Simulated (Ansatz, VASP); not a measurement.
## Rb in VASP and in Ansatz

The input POSCAR:

```
Rb
1.0
   -2.8677202310      2.8677202310      2.8677202310
    2.8677202310     -2.8677202310      2.8677202310
    2.8677202310      2.8677202310     -2.8677202310
Rb
1
Direct
    0.0000000000      0.0000000000      0.0000000000
```

File INCAR.step1:

```
ALGO = Normal ; EDIFF = 1E-4
ENCUT = 520 ; GGA = PE
ISMEAR = 1 ; LASPH = T
LCHARG = F ; LREAL = F
LWAVE = T ; NBANDS = 10
NELM = 80 ; PREC = Accurate
SIGMA = 0.2
```

The input INCAR.step2:

```
ALGO = Normal ; EDIFF = 1E-6
ENCUT = 520 ; ISIF = 2
ISMEAR = 1 ; ISTART = 1
LASPH = T ; LCHARG = F
LMIXTAU = T ; LREAL = F
LWAVE = F ; METAGGA = R2SCAN
NBANDS = 10 ; NELM = 80
PREC = Accurate ; SIGMA = 0.2
```

KPOINTS

```
k-points
0
Gamma
  8 8 8
```

Input for Ansatz:

```yaml
crystal:
  lattice:
    - [-2.867720231, 2.867720231, 2.867720231]
    - [2.867720231, -2.867720231, 2.867720231]
    - [2.867720231, 2.867720231, -2.867720231]
  atoms:
    - { symbol: Rb, position: [0.0, 0.0, 0.0] }
hamiltonian:
  xc: r2scan
  pseudopotentials:
    kind: paw
    azcp:
      Rb: "pseudopotentials/Rb.paw.azcp"
basis:
  ecutwfc: 500
  fft_grid_basis: typed
kpoints:
  mp_grid: { grid: [8, 8, 8], shift: [0, 0, 0] }
magnetization:
  spin_polarized: false
scf:
  occupations: { method: methfessel_paxton, width: 0.2 }
  lower_state_search: "off"
output:
  stress: true
```

Alike in both runs: task single point; functional r2SCAN; k mesh 8 × 8 × 8; occupations methfessel-paxton of order 1, width 0.2 eV; no spin polarisation.

```csv
,VASP,Ansatz
version,VASP 6.6.1,Ansatz 0.2.0
potentials or method,"VASP PAW PBE potentials, release 64 (Rb_sv), cutoff 520 eV","plane waves (500 eV) with PAW, scalar-relativistic"
valence electrons in the cell,9,9
```

```csv
,VASP,Ansatz,Ansatz less VASP
pressure (GPa),0.0,0.0,-0.01
```

VASP's potentials were made for PBE, not for r2SCAN.
